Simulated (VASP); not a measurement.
A run of VASP 6.6.1 is set up as follows.

File INCAR:

```
PREC = Accurate
ENCUT = 520
EDIFF = 1E-6
ISMEAR = 0
SIGMA = 0.1
LREAL = F
LASPH = T
NELM = 150
ALGO = Normal
ISIF = 2
LWAVE = F
LCHARG = T
ISPIN = 2
MAGMOM = 1 1 -1 0 0
LORBIT = 11
LMAXMIX = 4
GGA = PE
LELF = T
LVHAR = T
NBANDS = 34
```

File KPOINTS:

```
regular mesh
0
Gamma
  6 6 4
```

File POSCAR:

```
Cu3O2
1.0
    4.7349503514      0.0000028050      0.0000000000
   -2.3674727465      4.1005886925      0.0000000000
    0.0000000000      0.0000000000      4.2225263168
Cu O
3 2
Direct
    0.5000000000      0.0000000000      0.0000000000
    0.0000000000      0.5000000000      0.0000000000
    0.5000000000      0.5000000000      0.0000000000
    0.0000000000      0.0000000000      0.1798592695
    0.0000000000      0.0000000000      0.8201407305
```

Potentials or basis: VASP PAW PBE potentials, release 64 (Cu, O).

The run is started by

```bash
$ cat potpaw_PBE.64/Cu/POTCAR potpaw_PBE.64/O/POTCAR > POTCAR
$ mpirun -np 1 vasp_std > vasp.out
```

**Question.** Predict the net moment.

**Answer.** 0.65 μB per cell.

**Question.** Estimate the largest force.

**Answer.** 0.011 eV/Å.

**Question.** Estimate the pressure.

**Answer.** 0.4 GPa.

Stress tensor (GPa, compression positive):
```
 0.64  0.00  0.00
 0.00  0.64  0.00
 0.00  0.00 -0.16
```

Caveat: the k points lie up to 0.37 Å⁻¹ apart.
